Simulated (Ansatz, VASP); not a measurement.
# One calculation of WS2, two programs

Contents of INCAR:

```
SYSTEM = WS2
PREC = Accurate
ENCUT = 520
EDIFF = 1E-8
ISMEAR = -1
SIGMA = 0.08
LREAL = .FALSE.
LASPH = .TRUE.
NELM = 100
ALGO = Normal
ISIF = 2
LWAVE = .FALSE.
LCHARG = .FALSE.
LEFG = .TRUE.
NBANDS = 20
```

The input KPOINTS:

```
regular mesh
0
G
  13 13 13
  0 0 0
```

The input POSCAR:

```
WS2
1.0
    1.5842462713      0.9146650112      6.1838063298
   -1.5842462713      0.9146650112      6.1838063298
    0.0000000000     -1.8293300223      6.1838063298
W S
1 2
Direct
    0.0000000000      0.0000000000      0.0000000000
    0.7503000000      0.7503000000      0.7503000000
    0.5810000000      0.5810000000      0.5810000000
```

Input for Ansatz:

```yaml
crystal:
  lattice:
    - [1.5842462713, 0.9146650112, 6.1838063298]
    - [-1.5842462713, 0.9146650112, 6.1838063298]
    - [0.0, -1.8293300223, 6.1838063298]
  atoms:
    - { symbol: W, position: [0.0, 0.0, 0.0] }
    - { symbol: S, position: [0.7503, 0.7503, 0.7503] }
    - { symbol: S, position: [0.581, 0.581, 0.581] }
kpoints:
  mp_grid: { grid: [13, 13, 13] }
scf:
  occupations: { method: fermi_dirac, width: 0.08 }
hamiltonian:
  xc: lda
  pseudopotentials: { kind: all_electron, datasets: crystal }
output:
  forces: true
  stress: true
  eigenvalues: true
  efg: { contact_densities: true }
```

Change from the starting cell: volume scaled by 1.01, crystal datasets.

Alike in both runs: task electric field gradients; functional LDA; k mesh 13 × 13 × 13; occupations fermi-dirac, width 0.08 eV; no spin polarisation.

|  | VASP | Ansatz |
| --- | --- | --- |
| version | VASP 6.6.1 | Ansatz 0.2.0 |
| potentials or method | VASP PAW LDA potentials, release 64 (W_sv, S), cutoff 520 eV | all-electron PAW with datasets made for the crystal, scalar-relativistic |

|  | VASP | Ansatz | Ansatz less VASP |
| --- | --- | --- | --- |
| pressure (GPa) | -4.9 | -5.2 | -0.33 |
| traceless stress, the component that is largest in VASP (GPa) | 0.22 | 0.20 | -0.020 |
| rms of the force components (eV/Å) | 0.300 | 0.312 | +0.0124 |
| size of Vzz on the site where it differs most (V/Å²) | 156.8 | 170.6 | +13.86 |

LDA's correlation is that of Perdew and Zunger in VASP and of Perdew and Wang (1992) in Ansatz. Atom by atom the forces differ by 0.021 eV/Å (rms over components). Ansatz ran all-electron here, and VASP with PAW potentials.

Neither program's run includes spin-orbit coupling.
